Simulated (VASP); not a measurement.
SnO2: single point with LDA

SnO2:

```xyz
6
Lattice="4.7880 0.0000 0.0000 0.0000 4.8666 0.0000 0.0000 0.0000 3.2409" Properties=species:S:1:pos:R:3 pbc="T T T"
Sn    2.3940    2.4333    1.6204
Sn    0.0000    0.0000    0.0000
O     1.3974    1.5624    0.0000
O     3.7914    0.8709    1.6204
O     0.9966    3.9957    1.6204
O     3.3906    3.3042    0.0000
```

```yaml
Program: VASP 6.6.1
Task: single point
Functional: LDA
Potentials_or_basis: VASP PAW LDA potentials, release 64 (Sn_d, O)
Cutoff: 520 eV
k_mesh: 4 × 4 × 6
Occupations: gaussian, width 0.01 eV
Spin: no spin polarisation
```

```json
{
  "Pressure": "-10.4 GPa",
  "Largest force": "0.151 eV/Å",
  "Band gap on the k mesh": "0.70 eV"
}
```

Forces in eV/Å, atoms in the order of the input:
```
Sn   0.000  0.000  0.000
Sn   0.000  0.000  0.000
O    0.151 -0.004  0.000
O    0.151  0.004  0.000
O   -0.151 -0.004  0.000
O   -0.151  0.004  0.000
```

Stress tensor (GPa, compression positive):
```
 -9.75   0.00   0.00
  0.00 -10.03   0.00
  0.00   0.00 -11.43
```

Levels at points of the mesh, in eV from the valence-band top:
```
           k point  band 23  band 24  band 25  band 26  band 27  band 28  band 29  band 30
(0.00, 0.00, 0.00)    -1.16    -0.64    -0.63     0.00     0.70     5.53     5.84     6.00
(0.50, 0.00, 0.00)    -1.14    -1.14    -0.44    -0.44     3.73     3.73     6.41     6.41
(0.00, 0.50, 0.00)    -1.13    -1.13    -0.57    -0.57     3.89     3.89     6.86     6.86
(0.50, 0.50, 0.00)    -1.26    -1.26    -0.73    -0.73     4.20     4.20     6.99     6.99
(0.00, 0.00, 0.50)    -1.47    -1.47    -1.05    -1.05     5.47     5.47     9.17     9.17
(0.50, 0.00, 0.50)    -0.83    -0.83    -0.73    -0.73     5.77     5.77     7.57     7.57
(0.00, 0.50, 0.50)    -1.04    -1.04    -0.62    -0.62     5.67     5.67     7.35     7.35
(0.50, 0.50, 0.50)    -0.85    -0.85    -0.66    -0.66     4.25     4.25     8.41     8.41
```

Wall time 61 s on 1 thread of Intel(R) Xeon(R) Platinum 8488C (Sapphire Rapids), with other jobs on the host, peak memory 0.19 GiB.

Caveat: the cell stands under tension; semilocal functionals underestimate gaps, and a narrow one can read as zero; spin-orbit coupling is left out, which moves the levels of the heavy elements.
